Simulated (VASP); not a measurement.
Write the native input for VASP 6.6.1 that does the following.

```yaml
Task: single point
Functional: PBE
Potentials_or_basis: VASP PAW PBE potentials, release 64 (Cs_sv, Zn)
Cutoff: 520 eV
k_mesh: 12 × 12 × 10
Occupations: gaussian, width 0.1 eV
Spin: no spin polarisation
Dipole_correction: no
Further_INCAR_settings: ALGO = Fast; EDIFF = 1e-07; NBANDS = 22
```

The structure of Cs2Zn lies in POSCAR:

```
Cs2Zn
1.0
    7.0920605229      0.0000000000      0.0000000000
   -3.5460302615      6.1419045780      0.0000000000
    0.0000000000      0.0000000000      4.6169095481
Cs Zn
2 1
Direct
    0.3333333333      0.6666666667      0.5000000000
    0.6666666667      0.3333333333      0.5000000000
    0.0000000000      0.0000000000      0.0000000000
```

These files were run (other wordings do the same):

INCAR

```
SYSTEM = Cs2Zn
ALGO     = Fast           ! electronic algorithm
EDIFF    = 1E-7           ! SCF threshold, eV
ENCUT    = 520            ! plane-wave cutoff, eV
GGA      = PE             ! functional
ISIF     = 2              ! what is computed and relaxed
ISMEAR   = 0              ! smearing method
LASPH    = .TRUE.         ! aspherical terms in the spheres
LCHARG   = .FALSE.        ! write CHGCAR
LREAL    = .FALSE.        ! projectors in reciprocal space
LWAVE    = .FALSE.        ! write WAVECAR
NBANDS   = 22             ! bands
NELM     = 60             ! most SCF steps
PREC     = Accurate       ! precision mode
SIGMA    = 0.1            ! smearing width, eV
```

KPOINTS

```
k-points
0
G
  12 12 10
  0 0 0
```

Potentials or basis: VASP PAW PBE potentials, release 64 (Cs_sv, Zn).

Command:

```bash
$ cat potpaw_PBE.64/Cs_sv/POTCAR potpaw_PBE.64/Zn/POTCAR > POTCAR
$ mpirun -np 1 vasp_std > vasp.out
```

It gave:

The pressure is 0.0 GPa and the band gap on the k mesh is zero (bands 15 and 16 overlap by 1.07 eV).

Caveat: spin-orbit coupling is left out, which moves the levels of the heavy elements.

Run time: 4.3 min on 1 thread of Intel(R) Xeon(R) 6975P-C (Granite Rapids), with other jobs on the host, peak memory 0.65 GiB.
